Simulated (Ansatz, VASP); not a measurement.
**Two plane-wave programs on MgO**

The input INCAR:

```
ALGO = Normal
EDIFF = 1E-7
ENCUT = 520
GGA = PE
ISIF = 2
ISMEAR = -1
LASPH = T
LCHARG = T
LELF = T
LREAL = F
LVHAR = T
LWAVE = F
NBANDS = 11
NELM = 100
PREC = Accurate
SIGMA = 0.02
```

The input KPOINTS:

```
k-points
0
Gamma
  10 10 10
```

The input POSCAR:

```
MgO
1.0
    0.0000000000      2.0309039414      2.0309039414
    2.0309039414      0.0000000000      2.0309039414
    2.0309039414      2.0309039414      0.0000000000
Mg O
1 1
Direct
    0.0000000000      0.0000000000      0.0000000000
    0.5000000000      0.5000000000      0.5000000000
```

Input for Ansatz:

```yaml
crystal:
  lattice:
    - [0.0, 2.0309039414, 2.0309039414]
    - [2.0309039414, 0.0, 2.0309039414]
    - [2.0309039414, 2.0309039414, 0.0]
  atoms:
    - { symbol: Mg, position: [0.0, 0.0, 0.0] }
    - { symbol: O, position: [0.5, 0.5, 0.5] }
kpoints:
  mp_grid: { grid: [10, 10, 10] }
  band_path:
    path:
      - [0.0, 0.0, 0.0]
      - [0.5, 0.0, 0.5]
      - [0.625, 0.25, 0.625]
      - [0.375, 0.375, 0.75]
      - [0.5, 0.5, 0.5]
      - [0.5, 0.25, 0.75]
    npoints: 1
hamiltonian:
  xc: pbe
scf:
  occupations: { method: fermi_dirac, width: 0.02 }
  n_extra_bands: 4
output:
  forces: true
  stress: true
  eigenvalues: true
```

Change from the starting cell: hydrostatic strain -3.4%.

Alike in both runs: task single point; functional PBE; k mesh 10 × 10 × 10; occupations fermi-dirac, width 0.02 eV; no spin polarisation.

|  | VASP | Ansatz |
| --- | --- | --- |
| version | VASP 6.6.1 | Ansatz 0.2.0 |
| potentials or method | VASP PAW PBE potentials, release 64 (Mg, O) | plane waves, PAW |
| plane-wave cutoff (eV) | 520 | 420 |
| valence electrons in the cell | 8 | 16 |

|  | VASP | Ansatz | Ansatz less VASP |
| --- | --- | --- | --- |
| gap on the k mesh at the Fermi level (eV) | 5.86 | 5.87 | +0.012 |
| pressure (GPa) | 26.9 | 27.5 | +0.61 |

The functional is the same, so the differences come from potentials, cutoffs and numerics. VASP's potentials hold 8 valence electrons a cell and Ansatz's 16, so a difference there can come from the potentials and not from the codes.
